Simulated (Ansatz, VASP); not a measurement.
**Two plane-wave programs on Fe**

```
Fe
1.0
     2.45180    0.00000    0.00000
    -1.22590    2.12332    0.00000
     0.00000    0.00000    2.29090
Fe
1
Cartesian
  0.0000 0.0000 0.0000
```

Alike in both runs: task single point; functional PBEsol; k mesh 9 × 9 × 8; occupations gaussian, width 0.1 eV; collinear spin.

|  | VASP | Ansatz |
| --- | --- | --- |
| version | VASP 6.6.1 | Ansatz 0.2.0 |
| potentials or method | VASP PAW PBE potentials, release 64 (Fe), cutoff 520 eV | scalar-relativistic, plane waves, PAW |
| valence electrons in the cell | 8 | 16 |

|  | VASP | Ansatz | Ansatz less VASP |
| --- | --- | --- | --- |
| gap on the k mesh at the Fermi level (eV) | none | none | - |
| pressure (GPa) | -4.1 | -3.8 | +0.31 |
| traceless stress, the component that is largest in VASP (GPa) | 10.02 | 10.58 | +0.560 |
| net moment per atom (μB) | 2.08 | 2.08 | -0.001 |
| size of the moment on the site where the two differ most (μB) | 2.07 | 2.05 | -0.017 |

VASP's potentials were made for PBE, not for PBEsol. Site moments also hang on the region over which each program counts them. A gap of «none» marks a metal or a gap that the smearing closes. VASP's potentials hold 8 valence electrons a cell and Ansatz's 16, so a difference there can come from the potentials and not from the codes.
